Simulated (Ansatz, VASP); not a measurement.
## Two plane-wave programs on InCuO

```xyz
3
Lattice="4.0814 0.0000 0.0000 -2.0407 3.5346 0.0000 0.0000 0.0000 3.2992" Properties=species:S:1:pos:R:3 pbc="T T T"
In    0.0000    0.0000    0.0000
Cu    2.0407    1.1782    1.6496
O     0.0000    2.3564    1.6496
```

Change from the starting cell: species swapped into the DyAlGa type (P-6m2, No. 187).

Alike in both runs: task relaxation of cell and atoms; functional PBE; k mesh 6 × 6 × 6; occupations gaussian, width 0.1 eV; collinear spin.

```csv
,VASP,Ansatz
version,VASP 6.6.1,Ansatz 0.2.0
potentials or method,"VASP PAW PBE potentials, release 64 (In_d, Cu, O), cutoff 600 eV","scalar-relativistic, plane waves, PAW"
valence electrons in the cell,30,38
```

Ansatz gave:

```
gap on the k mesh at the Fermi level, each at its own relaxed structure (eV) : none
net moment per atom (μB)                                                     : 0.00
relaxed volume (Å³/atom)                                                     : 15.45
relaxed length of the cell vector where the two differ most in proportion (Å)              : 4.452
```

Problem. Estimate VASP's values.

Solution. gap on the k mesh at the Fermi level, each at its own relaxed structure (eV): none; net moment per atom (μB): 0.00; relaxed volume (Å³/atom): 15.12; relaxed length of the cell vector where the two differ most in proportion (Å): 4.195.

A gap of «none» marks a metal or a gap that the smearing closes. One of these differences is far larger than is usual between the two programs; its cause wasn't traced. VASP's potentials hold 30 valence electrons a cell and Ansatz's 38, so a difference there can come from the potentials and not from the codes. Ansatz's warnings: seeded moment not kept.
